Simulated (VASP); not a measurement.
Input of a VASP 6.6.1 run:

File INCAR:

```
SYSTEM = La2Ir
PREC = Accurate ; ENCUT = 520
EDIFF = 1E-6 ; ISMEAR = -1
SIGMA = 0.15 ; LREAL = .FALSE.
LASPH = .TRUE. ; NELM = 100
ALGO = Fast ; ISIF = 2
LWAVE = .FALSE. ; LCHARG = .FALSE.
GGA = PE ; NBANDS = 22
```

Contents of KPOINTS:

```
regular mesh
0
G
  12 12 8
  0 0 0
```

Contents of POSCAR:

```
La2Ir
1.0
    4.2604404779      0.0000000000      0.0000000000
   -2.1302202390      3.6896496852      0.0000000000
    0.0000000000      0.0000000000      6.7010116165
La Ir
2 1
Direct
    0.3333333333      0.6666666667      0.2236600911
    0.6666666667      0.3333333333      0.7763399089
    0.0000000000      0.0000000000      0.0000000000
```

Potentials or basis: VASP PAW PBE potentials, release 64 (La, Ir).

Run with:

```bash
$ cat potpaw_PBE.64/La/POTCAR potpaw_PBE.64/Ir/POTCAR > POTCAR
$ mpirun -np 1 vasp_std > vasp.out
```

(1) Estimate the band gap on the k mesh.

(2) What does it give for the pressure?

Answers

(1) zero (an odd number of electrons rules out a gap without spin polarisation).

(2) 0.0 GPa.

Caveat: spin-orbit coupling is left out, which moves the levels of the heavy elements.
